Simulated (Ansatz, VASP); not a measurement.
## CdSe: VASP beside Ansatz

File INCAR:

```
ALGO     = Normal         # electronic algorithm
EDIFF    = 1E-7           # SCF threshold, eV
ENCUT    = 520            # plane-wave cutoff, eV
GGA      = RP             # functional
ISIF     = 2              # what is computed and relaxed
ISMEAR   = -1             # smearing method
LASPH    = T              # aspherical terms in the spheres
LCHARG   = T              # write CHGCAR
LELF     = T              # ELF
LREAL    = F              # projectors in reciprocal space
LVHAR    = T            
LWAVE    = F              # write WAVECAR
NBANDS   = 26             # bands
NELM     = 80             # most SCF steps
PREC     = Accurate       # precision mode
SIGMA    = 0.05           # smearing width, eV
```

KPOINTS

```
k-points
0
Gamma
  7 7 4
```

File POSCAR:

```
CdSe
1.0
    4.3000000000      0.0000000000      0.0000000000
   -2.1500000000      3.7239092363      0.0000000000
    0.0000000000      0.0000000000      7.0200000000
Cd Se
2 2
Direct
    0.6666666667      0.3333333333      0.5000000000
    0.3333333333      0.6666666667      0.0000000000
    0.6666666667      0.3333333333      0.8850000000
    0.3333333333      0.6666666667      0.3850000000
```

input.yaml

```yaml
crystal:
  lattice:
    - [4.3, 0.0, 0.0]
    - [-2.15, 3.7239092363, 0.0]
    - [0.0, 0.0, 7.02]
  atoms:
    - { symbol: Cd, position: [0.6666666667, 0.3333333333, 0.5] }
    - { symbol: Cd, position: [0.3333333333, 0.6666666667, 0.0] }
    - { symbol: Se, position: [0.6666666667, 0.3333333333, 0.885] }
    - { symbol: Se, position: [0.3333333333, 0.6666666667, 0.385] }
hamiltonian:
  xc: rpbe
  pseudopotentials: { kind: paw }
kpoints:
  mp_grid: { grid: [7, 7, 4] }
  band_path:
    path:
      - [[0.0, 0.0, 0.0], [0.5, 0.0, 0.0], [0.3333333333, 0.3333333333, 0.0], [0.0, 0.0, 0.0], [0.0, 0.0, 0.5], [0.5, 0.0, 0.5], [0.3333333333, 0.3333333333, 0.5], [0.0, 0.0, 0.5]]
      - [[0.5, 0.0, 0.5], [0.5, 0.0, 0.0]]
      - [[0.3333333333, 0.3333333333, 0.0], [0.3333333333, 0.3333333333, 0.5]]
    npoints: 14
scf:
  occupations: { method: fermi_dirac, width: 0.05 }
  n_extra_bands: 10
output:
  forces: true
  stress: true
  eigenvalues: true
  fatbands: false
```

Alike in both runs: functional RPBE; k mesh 7 × 7 × 4; occupations fermi-dirac, width 0.05 eV; no spin polarisation.

```csv
,VASP,Ansatz
version,VASP 6.6.1,Ansatz 0.2.0
potentials or method,"VASP PAW PBE potentials, release 64 (Cd, Se)",Ansatz PAW
plane-wave cutoff (eV),520,420
valence electrons in the cell,36,72
task,single point,band structure
```

Ansatz gave:

- gap on the k mesh at the Fermi level (eV): 0.88
- least direct gap on the mesh (eV): 0.88
- pressure (GPa): 5.0
- traceless stress, the component that is largest in VASP (GPa): -1.43
- rms of the force components (eV/Å): 0.166

Question: What did VASP give for the same quantities?

Answer: gap on the k mesh at the Fermi level (eV): 0.88; least direct gap on the mesh (eV): 0.88; pressure (GPa): 5.3; traceless stress, the component that is largest in VASP (GPa): -1.48; rms of the force components (eV/Å): 0.171.

VASP's potentials were made for PBE, not for RPBE. Atom by atom the forces differ by 0.005 eV/Å (rms over components). VASP's potentials hold 36 valence electrons a cell and Ansatz's 72, so a difference there can come from the potentials and not from the codes.
